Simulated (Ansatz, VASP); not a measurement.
# Two plane-wave programs on WC4

```
CELL_PARAMETERS angstrom
2.40494 -4.12989 0.00000
2.40494 4.12989 0.00000
0.00000 0.00000 2.80770
ATOMIC_POSITIONS crystal
W 0.50000 0.50000 0.50000
C 0.54693 0.16411 0.00000
C 0.45307 0.83589 0.00000
C 0.83589 0.45307 0.00000
C 0.16411 0.54693 0.00000
```

Alike in both runs: functional PBE; k mesh 8 × 8 × 12; occupations gaussian, width 0.1 eV; no spin polarisation.

Ansatz relaxed the structure, and its values are those at the end. VASP's run is a single point on that final structure, the one shown.

|  | VASP | Ansatz |
| --- | --- | --- |
| version | VASP 6.6.1 | Ansatz 0.2.0 |
| potentials or method | VASP PAW PBE potentials, release 64 (W_sv, C), cutoff 520 eV | scalar-relativistic, plane waves, PAW |
| valence electrons in the cell | 30 | 30 |

Ansatz gave:

```
gap on the k mesh at the Fermi level (eV) : none
pressure (GPa)                            : 0.0
rms of the force components (eV/Å)        : 0.004
```

**Question.** What did VASP give for the same quantities?

**Answer.** gap on the k mesh at the Fermi level (eV): none; pressure (GPa): 0.5; rms of the force components (eV/Å): 0.026.

A gap of «none» marks a metal or a gap that the smearing closes. The functional is the same, so the differences come from potentials, cutoffs and numerics.

Neither program's run includes spin-orbit coupling.
